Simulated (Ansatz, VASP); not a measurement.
## Two plane-wave programs on Si2Mo

File INCAR:

```
PREC = Accurate ; ENCUT = 520
EDIFF = 1E-6 ; ISMEAR = 0
SIGMA = 0.15 ; LREAL = False
LASPH = True ; NELM = 100
ALGO = Normal ; ISIF = 2
LWAVE = False ; LCHARG = False
GGA = PS ; NBANDS = 18
```

KPOINTS

```
regular mesh
0
Gamma
  18 18 18
```

POSCAR

```
Si2Mo
1.0
   -1.5552445885      1.5552445885      3.8131363385
    1.5552445885     -1.5552445885      3.8131363385
    1.5552445885      1.5552445885     -3.8131363385
Si Mo
2 1
Direct
    0.3350567058      0.2964389858     -0.0386177200
    0.6649432942      0.6263255742     -0.0386177200
    0.0000000000      0.0226071634      0.0226071634
```

Input for Ansatz:

```yaml
crystal:
  lattice:
    - [-1.5552445885, 1.5552445885, 3.8131363385]
    - [1.5552445885, -1.5552445885, 3.8131363385]
    - [1.5552445885, 1.5552445885, -3.8131363385]
  atoms:
    - { symbol: Si, position: [0.3350567058, 0.2964389858, -0.03861772] }
    - { symbol: Si, position: [0.6649432942, 0.6263255742, -0.03861772] }
    - { symbol: Mo, position: [0.0, 0.0226071634, 0.0226071634] }
basis:
  ecutwfc: 420
kpoints:
  mp_grid: { grid: [18, 18, 18] }
hamiltonian:
  xc: pbesol
  pseudopotentials: { kind: paw, azcp: { folder: soft_1 } }
scf:
  occupations: { method: gaussian, width: 0.15 }
output:
  forces: true
  stress: true
  eigenvalues: true
```

Change from the starting cell: mode 4 frozen in at -0.123 Å, equal normal strain along x, y and z -0.0250.

Alike in both runs: task single point; functional PBEsol; k mesh 18 × 18 × 18; occupations gaussian, width 0.15 eV; no spin polarisation.

|  | VASP | Ansatz |
| --- | --- | --- |
| version | VASP 6.6.1 | Ansatz 0.2.0 |
| potentials or method | VASP PAW PBE potentials, release 64 (Si, Mo_sv), cutoff 520 eV | scalar-relativistic, plane waves, PAW |
| valence electrons in the cell | 22 | 22 |

Ansatz gave:

```
gap on the k mesh at the Fermi level (eV)                     : none
pressure (GPa)                                                : 23.2
traceless stress, the component that is largest in VASP (GPa) : -2.19
rms of the force components (eV/Å)                            : 1.082
```

What did VASP give for the same quantities?

gap on the k mesh at the Fermi level (eV): none; pressure (GPa): 23.6; traceless stress, the component that is largest in VASP (GPa): -2.20; rms of the force components (eV/Å): 1.092.

VASP's potentials were made for PBE, not for PBEsol, and Ansatz warns of the same on its side. Atom by atom the forces differ by 0.010 eV/Å (rms over components). A gap of «none» marks a metal or a gap that the smearing closes. With one functional, cell and mesh, what is left measures potentials, basis and numerics.
